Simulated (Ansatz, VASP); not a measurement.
# GaN in VASP and in Ansatz

```
Ga N
1.0
     0.00000    2.00570    2.00570
     2.00570    0.00000    2.00570
     2.00570    2.00570    0.00000
Ga N
1 1
Cartesian
  2.0057 2.0057 2.0057
  0.0000 0.0000 0.0000
```

Change from the starting cell: volume scaled by 1.02, PAW files.

Alike in both runs: task electric field gradients; functional PBE; k mesh 13 × 13 × 13; occupations fermi-dirac, width 0.02 eV; no spin polarisation.

|  | VASP | Ansatz |
| --- | --- | --- |
| version | VASP 6.6.1 | Ansatz 0.2.0 |
| potentials or method | VASP PAW PBE potentials, release 64 (Ga_d, N) | PAW with Ansatz's default frozen-core files, scalar-relativistic |
| plane-wave cutoff (eV) | 520 | 420 |
| valence electrons in the cell | 18 | 18 |

```csv
,VASP,Ansatz,Ansatz less VASP
gap on the k mesh at the Fermi level (eV),1.77,1.78,+0.012
pressure (GPa),60.9,59.8,-1.14
```

Both programs put the cell under a high pressure, so it lies far from rest at this level.

Noted on VASP's run: the cell as given lies far from equilibrium.
